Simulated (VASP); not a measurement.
Runs of VASP 6.6.1 on SiWSN2. The structure is that of space group P4/mmm (No. 123), or close to it. The cells are those of the table. 

```tsv
task	cell	k mesh	cutoff (eV)	gap on the mesh (eV)	pressure (GPa)	relaxed volume (Å³/atom)
single point	a = 3.550, b = 3.550, c = 4.585 Å, 5 atoms	10 × 10 × 8	520	none	0.0	-
single point	a = 3.553, b = 3.553, c = 4.564 Å, 5 atoms	6 × 6 × 4	520	none	0.0	-
relaxation of cell and atoms	relaxed from a = 3.975 Å, 5 atoms	4 × 4 × 4	600	-	0.1	11.40
relaxation of cell and atoms	relaxed from a = 3.599, b = 3.599, c = 4.406 Å, 5 atoms	6 × 6 × 4	600	-	-0.3	11.52
relaxation of cell and atoms	relaxed from a = 3.553, b = 3.553, c = 4.564 Å, 5 atoms	10 × 10 × 8	600	-	0.0	(a)
single point	a = 3.599, b = 3.599, c = 4.406 Å, 5 atoms	4 × 4 × 4	520	none	0.0	-
```

Alike in all rows: level PBE; potentials or basis VASP PAW PBE potentials, release 64 (Si, W_sv, S, N); no spin polarisation; smearing gaussian 0.1 eV.

Fill in the values left out.

(a) 11.54.

Caveats: some runs use coarse meshes; spin-orbit coupling is left out, which moves the levels of the heavy elements; the bands computed are all filled at some k points, so no gap is given (some runs).

A k mesh can miss the band edges, and the runs leave out spin-orbit coupling on W.

A gap of «none» marks levels without a gap at the run's occupations.
